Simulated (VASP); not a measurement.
# Si (P6/mmm) in VASP: settings compared

The runs below take Si through single point, with PBE, HF, HSE06.

Program: VASP 6.6.1. These are calculated values, not measurements. Logs are shortened: lines on timing, memory, paths and dates and some standing lists are left out, and cuts for length are marked.

**1. The cell of the first run**

It takes space group P6/mmm (No. 191, hexagonal). The conventional cell has a = 4.121 Å, b = 4.121 Å, c = 2.655 Å, α = 90.00°, β = 90.00°, γ = 120.00°. Si (site symmetry -6m2) has 5 Si at 2.38 to 2.65 Å within 3.1 Å.

**2. Single point, PBE**

INCAR reads:

```
SYSTEM = Si
ALGO = Normal ; EDIFF = 1E-6
ENCUT = 520 ; GGA = PE
ISIF = 2 ; ISMEAR = 0
LASPH = .True. ; LCHARG = .False.
LREAL = .False. ; LWAVE = .False.
NBANDS = 11 ; NELM = 80
PREC = Accurate ; SIGMA = 0.027000000000000003
```

KPOINTS reads:

```
k-points
0
Gamma
  8 8 10
  0 0 0
```

POSCAR reads:

```
Si
1.0
    4.1209500000      0.0000000000      0.0000000000
   -2.0604700000      3.5688500000      0.0000000000
    0.0000000000      0.0000000000      2.6547900000
Si
2
Direct
    0.3333300000      0.6666700000      0.5000000000
    0.6666700000      0.3333300000      0.5000000000
```

Potentials or basis: VASP PAW PBE potentials, release 64 (Si).

Run with:

```bash
> cat potpaw_PBE.64/Si/POTCAR > POTCAR
> mpirun -np 1 vasp_std > vasp.out
```

OUTCAR:

```text
SYSTEM = Si
   EDIFF = 1E-6
   ENCUT = 520
   GGA = PE
   ISIF = 2
   ISMEAR = 0
   LASPH = .True.
   LREAL = .False.
   NELM = 80
   PREC = Accurate

 ion  position               nearest neighbor table
   1  0.333  0.667  0.500-   2 2.38   2 2.38   2 2.38
   2  0.667  0.333  0.500-   1 2.38   1 2.38   1 2.38

  LATTYP: Found a hexagonal cell.
 ALAT       =     4.1209500000
 C/A-ratio  =     0.6442179595

  Lattice vectors:

 A1 = (   4.1209500000,   0.0000000000,   0.0000000000)
 A2 = (  -2.0604700000,   3.5688500000,   0.0000000000)
 A3 = (   0.0000000000,   0.0000000000,   2.6547900000)

Analysis of symmetry for initial positions (statically):
=====================================================================
 Subroutine PRICEL returns:
 Original cell was already a primitive cell.

 Routine SETGRP: Setting up the symmetry group for a
 hexagonal supercell.

 Subroutine GETGRP returns: Found  8 space group operations
 (whereof  8 operations were pure point group operations)
 out of a pool of 24 trial point group operations.

The static configuration has the point symmetry D_2h.

Analysis of symmetry for dynamics (positions and initial velocities):
=====================================================================
 Subroutine PRICEL returns:
 Original cell was already a primitive cell.

 Routine SETGRP: Setting up the symmetry group for a
 hexagonal supercell.

 Subroutine GETGRP returns: Found  8 space group operations
 (whereof  8 operations were pure point group operations)
 out of a pool of 24 trial point group operations.

The dynamic configuration has the point symmetry D_2h.

 Subroutine INISYM returns: Found  8 space group operations
 (whereof  8 operations are pure point group operations),
 and found     1 'primitive' translations

----------------------------------------------------------------------------------------

                                     Primitive cell

  volume of cell :      39.0441

  direct lattice vectors                    reciprocal lattice vectors
     4.120950000  0.000000000  0.000000000     0.242662493  0.140100813  0.000000000
    -2.060470000  3.568850000  0.000000000     0.000000000  0.280202306  0.000000000
     0.000000000  0.000000000  2.654790000     0.000000000  0.000000000  0.376677628

  length of vectors
     4.120950000  4.120949762  2.654790000     0.280202290  0.280202306  0.376677628

  position of ions in fractional coordinates (direct lattice)
     0.333330000  0.666670000  0.500000000
     0.666670000  0.333330000  0.500000000

  ion indices of the primitive-cell ions
   primitive index   ion index
                 1           1
                 2           2

----------------------------------------------------------------------------------------

 KPOINTS: k-points

Automatic generation of k-mesh.
 Grid dimensions read from file:
 generate k-points for:    8    8   10

 Generating k-lattice:

  Cartesian coordinates                     Fractional coordinates (reciprocal lattice)
     0.030332812  0.017512602  0.000000000     0.125000000  0.000000000  0.000000000
     0.000000000  0.035025288  0.000000000     0.000000000  0.125000000  0.000000000
     0.000000000  0.000000000  0.037667763     0.000000000  0.000000000  0.100000000

  Length of vectors
     0.035025286  0.035025288  0.037667763

  Shift w.r.t. Gamma in fractional coordinates (k-lattice)
     0.000000000  0.000000000  0.000000000

 Subroutine IBZKPT returns following result:
 ===========================================

 Found    126 irreducible k-points:

 Following reciprocal coordinates:
            Coordinates               Weight
  0.000000  0.000000  0.000000      1.000000
  0.125000  0.000000  0.000000      4.000000
 -0.125000  0.125000  0.000000      2.000000
  0.250000  0.000000  0.000000      4.000000
 -0.250000  0.250000  0.000000      2.000000
  0.375000  0.000000  0.000000      4.000000
[... 16 lines left out ...]
  0.125000  0.000000  0.100000      8.000000
 -0.125000  0.125000  0.100000      4.000000
 [... further k-points ...]
   k-points           NKPTS =    126   k-points in BZ     NKDIM =    126   number of bands    NBANDS=     11
   number of dos      NEDOS =    301   number of ions     NIONS =      2
   total plane-waves  NPLWV =  20480
   dimension x,y,z NGX =    32 NGY =   32 NGZ =   20
   dimension x,y,z NGXF=    64 NGYF=   64 NGZF=   40
   ions per type =               2
   NGX,Y,Z   is equivalent  to a cutoff of  12.91, 12.91, 12.52 a.u.
   NGXF,Y,Z  is equivalent  to a cutoff of  25.82, 25.82, 25.05 a.u.
 SYSTEM =  Si
   PREC   = accura    normal or accurate (medium, high low for compatibility)
   ISTART =      0    job   : 0-new  1-cont  2-samecut
   ICHARG =      2    charge: 1-file 2-atom 10-const
   ISPIN  =      1    spin polarized calculation?
   LNONCOLLINEAR =      F non collinear calculations
   LSORBIT =      F    spin-orbit coupling
   LASPH  =      T    aspherical Exc in radial PAW
   ENCUT  =  520.0 eV  38.22 Ry    6.18 a.u.   7.66  7.66  4.94*2*pi/ulx,y,z
   NELM   =     80;   NELMIN=  2; NELMDL= -5     # of ELM steps
   EDIFF  = 0.1E-05   stopping-criterion for ELM
   LREAL  =      F    real-space projection
   EDIFFG = 0.1E-04   stopping-criterion for IOM
   NSW    =      0    number of steps for IOM
   IBRION =     -1    ionic relax: 0-MD 1-quasi-New 2-CG
   NFREE  =      0    steps in history (QN), initial steepest desc. (CG)
   ISIF   =      2    stress and relaxation
   ISYM   =      2    0-nonsym 1-usesym 2-fastsym
   POTIM  = 0.5000    time-step for ionic-motion
   TEBEG  =    0.0;   TEEND  =   0.0 temperature during run
   PSTRESS=    0.0 pullay stress
   NELECT =       8.0000    total number of electrons
   NUPDOWN=      -1.0000    fix difference up-down
   EMIN   =  10.00;   EMAX   =-10.00  energy-range for DOS
   EFERMI =   0.00;   METHOD = LEGACY
   ISMEAR =     0;   SIGMA  =   0.03  broadening in eV -4-tet -1-fermi 0-gaus
   EFERMI_NEDOS =   21; number of points for ismear=-14 and -15
   IALGO  =     38    algorithm
   IMIX   =      4    mixing-type and parameters
     AMIX     =   0.40;   BMIX     =  1.00
     AMIX_MAG =   1.60;   BMIX_MAG =  1.00
  volume/ion in A,a.u.               =      19.52       131.74
  Fermi-wavevector in a.u.,A,eV,Ry     =   0.965131  1.823833 12.673523  0.931478
  Thomas-Fermi vector in A             =   2.094821
   LORBIT       =      0    0 simple, 1 ext, 2 COOP (PROOUT), +10 PAW based schemes
   GGA     = PE    functional components
   LHFCALC =     F    Hartree Fock is set to
   AEXX    =    0.0000 exact exchange contribution
   IVDW    =     0    specifies the selected vdW correction
   LEPSILON=     F    determine dielectric tensor
   LRPA    =     F    only Hartree local field effects (RPA)
 non-spin polarized calculation
 Gauss-broadening in eV      SIGMA  =   0.03
  energy-cutoff  :      520.00
  volume of cell :       39.04
 maximum number of plane-waves:      1102
   NGX = 15   NGY = 15   NGZ =  9

 number of electron       8.0000000 magnetization

 Free energy of the ion-electron system (eV)
  ---------------------------------------------------
  ext. energy  EPLUGINS =         0.00000000
  ---------------------------------------------------
  free energy    TOTEN  =       -10.08279596 eV

  energy without entropy =      -10.08222029  energy(sigma->0) =      -10.08250812

 E-fermi :   6.1341     XC(G=0):  -9.5919

 val. band max:        6.1089531368   @ k =  -0.1250   0.5000   0.1000
 cond. band min:       6.1426928846   @ k =  -0.3750   0.2500   0.0000
 fundamental gap:      0.0337397477
 Fermi energy:         6.1340691316

 k-point     1 :       0.0000    0.0000    0.0000
  band No.  band energies     occupation
      1      -6.1379      2.00000
      2       3.3067      2.00000
      3       3.3070      2.00000
      4       3.4297      2.00000
      5       7.4332      0.00000
      6       7.4336      0.00000
      7      11.7493      0.00000
      8      12.5464      0.00000
      9      14.9613      0.00000
     10      19.1630      0.00000
     11      21.9186      0.00000

 k-point     2 :       0.1250    0.0000    0.0000
  band No.  band energies     occupation
      1      -5.9832      2.00000
      2       1.4814      2.00000
      3       3.0608      2.00000
      4       4.9974      2.00000
      5       7.4172      0.00000
      6       8.0057      0.00000
      7      12.5422      0.00000
      8      12.6726      0.00000
      9      15.1111      0.00000
     10      18.4842      0.00000
     11      21.7253      0.00000

 k-point     3 :      -0.1250    0.1250    0.0000
  band No.  band energies     occupation
      1      -5.9832      2.00000
      2       1.4816      2.00000
      3       3.0606      2.00000
      4       4.9974      2.00000
      5       7.4171      0.00000
      6       8.0059      0.00000
      7      12.5421      0.00000
      8      12.6726      0.00000
      9      15.1111      0.00000
     10      18.4843      0.00000
     11      21.7251      0.00000

 k-point     4 :       0.2500    0.0000    0.0000
  band No.  band energies     occupation
      1      -5.5297      2.00000
      2      -0.2969      2.00000
      3       2.6038      2.00000
      4       5.3245      2.00000
      5       8.5766      0.00000
      6       9.4373      0.00000
      7      13.0402      0.00000
      8      14.0292      0.00000
      9      15.7439      0.00000
     10      17.2704      0.00000
     11      19.5463      0.00000
[... 239 lines left out ...]
 k-point    22 :       0.0000    0.0000    0.1000
  band No.  band energies     occupation
      1      -5.9398      2.00000
      2       3.4735      2.00000
      3       3.4738      2.00000
      4       3.6268      2.00000
      5       7.6125      0.00000
      6       7.6128      0.00000
      7       9.6925      0.00000
      8      12.5250      0.00000
      9      17.4768      0.00000
     10      17.7349      0.00000
     11      19.8628      0.00000

 k-point    23 :       0.1250    0.0000    0.1000
  band No.  band energies     occupation
      1      -5.7852      2.00000
      2       1.6689      2.00000
      3       3.2290      2.00000
      4       5.1712      2.00000
      5       7.5840      0.00000
      6       8.1829      0.00000
      7       9.9066      0.00000
      8      13.3236      0.00000
      9      16.8763      0.00000
     10      17.5033      0.00000
     11      19.6223      0.00000

 k-point    24 :      -0.1250    0.1250    0.1000
  band No.  band energies     occupation
      1      -5.7852      2.00000
      2       1.6691      2.00000
      3       3.2288      2.00000
      4       5.1712      2.00000
      5       7.5839      0.00000
      6       8.1831      0.00000
      7       9.9066      0.00000
      8      13.3236      0.00000
      9      16.8764      0.00000
     10      17.5033      0.00000
     11      19.6221      0.00000

 [... further k-points ...]

------------------------ aborting loop because EDIFF is reached ----------------------------------------

  FORCE on cell =-STRESS in cart. coord.  units (eV):
  Direction    XX          YY          ZZ          XY          YZ          ZX
  --------------------------------------------------------------------------------------
  -------------------------------------------------------------------------------------
  Total        0.0534431      0.0542786     -0.1261661      0.0007236      0.0000000      0.0000000
  in kB        2.1930399      2.2273239     -5.1772296      0.0296912      0.0000000      0.0000000
  external PRESSURE =      -0.2522886 kB  Pullay stress =       0.0000000 kB

 VOLUME and BASIS-vectors are now :
 -----------------------------------------------------------------------------
  energy-cutoff  :      520.00
  volume of cell :       39.04
      direct lattice vectors                 reciprocal lattice vectors
     4.120950000  0.000000000  0.000000000     0.242662493  0.140100813  0.000000000
    -2.060470000  3.568850000  0.000000000     0.000000000  0.280202306  0.000000000
     0.000000000  0.000000000  2.654790000     0.000000000  0.000000000  0.376677628

 POSITION                                       TOTAL-FORCE (eV/Angst)
 -----------------------------------------------------------------------------------
     -0.00002      2.37925      1.32740         0.000353     -0.000204      0.000000
      2.06050      1.18960      1.32740        -0.000353      0.000204      0.000000
 -----------------------------------------------------------------------------------
    total drift:                                0.000000     -0.000000     -0.000000

  FREE ENERGIE OF THE ION-ELECTRON SYSTEM (eV)
  ---------------------------------------------------
  free  energy   TOTEN  =       -10.0827959556 eV

  energy  without entropy=      -10.0822202897  energy(sigma->0) =      -10.08250812
```

Run time: 18 s. Hardware: 1 thread of Intel Xeon 6975P-C, shared host; peak memory 0.17 GiB.

Results:

| Item | Value |
| --- | --- |
| Free energy | -10.0828 eV |
| Pressure | 0.0 GPa |
| Band gap on the k mesh | zero (band 4 reaches 8.09 eV, above the bottom of band 5 at 3.90 eV) |

Stress tensor (GPa, compression positive):
```
 0.22  0.00  0.00
 0.00  0.22  0.00
 0.00  0.00 -0.52
```

Levels at points of the mesh, in eV from the Fermi level:
| k point | band 1 | band 2 | band 3 | band 4 | band 5 | band 6 | band 7 | band 8 | band 9 |
| --- | --- | --- | --- | --- | --- | --- | --- | --- | --- |
| (0.00, 0.00, 0.00) | -12.27 | -2.83 | -2.83 | -2.70 | 1.30 | 1.30 | 5.62 | 6.41 | 8.83 |
| (0.50, 0.00, 0.00) | -10.44 | -8.75 | -4.01 | -1.25 | 6.20 | 7.09 | 7.18 | 7.85 | 8.19 |
| (0.50, 0.50, 0.00) | -10.44 | -8.75 | -4.01 | -1.25 | 6.20 | 7.09 | 7.18 | 7.85 | 8.19 |
| (0.00, 0.00, 0.50) | -8.38 | -5.84 | -0.13 | -0.13 | 1.25 | 3.20 | 4.34 | 4.34 | 5.36 |
| (0.50, 0.00, 0.50) | -6.53 | -4.95 | -4.20 | -2.55 | -1.16 | 2.94 | 3.95 | 5.11 | 9.95 |
| (0.50, 0.50, 0.50) | -6.53 | -4.95 | -4.20 | -2.55 | -1.16 | 2.93 | 3.95 | 5.11 | 9.95 |

[end of part 1 of 2]
